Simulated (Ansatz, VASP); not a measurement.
## Ag in VASP and in Ansatz

INCAR

```
ALGO = Normal ; DIPOL = 0.5 0.5 0.500
EDIFF = 1E-7 ; ENCUT = 520
GGA = PE ; IDIPOL = 3
ISIF = 2 ; ISMEAR = 0
LASPH = True ; LCHARG = True
LDIPOL = True ; LELF = True
LREAL = False ; LVACPOTAV = True
LVHAR = True ; LWAVE = False
NBANDS = 48 ; NELM = 100
PREC = Accurate ; SIGMA = 0.1
```

Contents of KPOINTS:

```
k-points
0
Gamma
  12 12 1
```

Contents of POSCAR:

```
Ag
1.0
    2.9355691563      0.0000000000      0.0000000000
   -1.4677845781      2.5422774639      0.0000000000
    0.0000000000      0.0000000000     17.3666405453
Ag
7
Direct
    0.0000000000      0.0000000000      0.0863724908
    0.6666666667      0.3333333333      0.2241609559
    0.3333333333      0.6666666667      0.3619494210
    0.6666666667      0.3333333333      0.5000000000
    0.3333333333      0.6666666667      0.6377884651
    0.0000000000      0.0000000000      0.7755769303
    0.3333333333      0.6666666667      0.9136275092
```

Input for Ansatz:

```yaml
crystal:
  lattice:
    - [2.9355691563, 0.0, 0.0]
    - [-1.4677845781, 2.5422774639, 0.0]
    - [0.0, 0.0, 17.3666405453]
  atoms:
    - { symbol: Ag, position: [0.0, 0.0, 0.0863724908] }
    - { symbol: Ag, position: [0.6666666667, 0.3333333333, 0.2241609559] }
    - { symbol: Ag, position: [0.3333333333, 0.6666666667, 0.361949421] }
    - { symbol: Ag, position: [0.6666666667, 0.3333333333, 0.5] }
    - { symbol: Ag, position: [0.3333333333, 0.6666666667, 0.6377884651] }
    - { symbol: Ag, position: [0.0, 0.0, 0.7755769303] }
    - { symbol: Ag, position: [0.3333333333, 0.6666666667, 0.9136275092] }
basis:
  ecutwfc: 420
kpoints:
  mp_grid: { grid: [12, 12, 1] }
hamiltonian:
  xc: pbe
scf:
  occupations: { method: gaussian, width: 0.1 }
  max_iter: 52
output:
  forces: true
  stress: true
  eigenvalues: true
efield:
  axis: 3
  dipole_correction: true
  ramp_width: 0.04
```

Alike in both runs: task single point; functional PBE; k mesh 12 × 12 × 1; occupations gaussian, width 0.1 eV; no spin polarisation.

```csv
,VASP,Ansatz
version,VASP 6.6.1,Ansatz 0.2.0
potentials or method,"VASP PAW PBE potentials, release 64 (Ag), cutoff 520 eV","scalar-relativistic, plane waves, PAW"
valence electrons in the cell,77,133
```

```csv
,VASP,Ansatz,Ansatz less VASP
gap on the k mesh at the Fermi level (eV),none,none,-
rms of the force components (eV/Å),0.112,0.114,+0.0015
```

Atom by atom the forces differ by 0.002 eV/Å (rms over components). A gap of «none» marks a metal or a gap that the smearing closes. The functional is the same, so the differences come from potentials, cutoffs and numerics. VASP's potentials hold 77 valence electrons a cell and Ansatz's 133, so a difference there can come from the potentials and not from the codes. Ansatz's warnings: vacuum below fermi, vacuum density over bound.
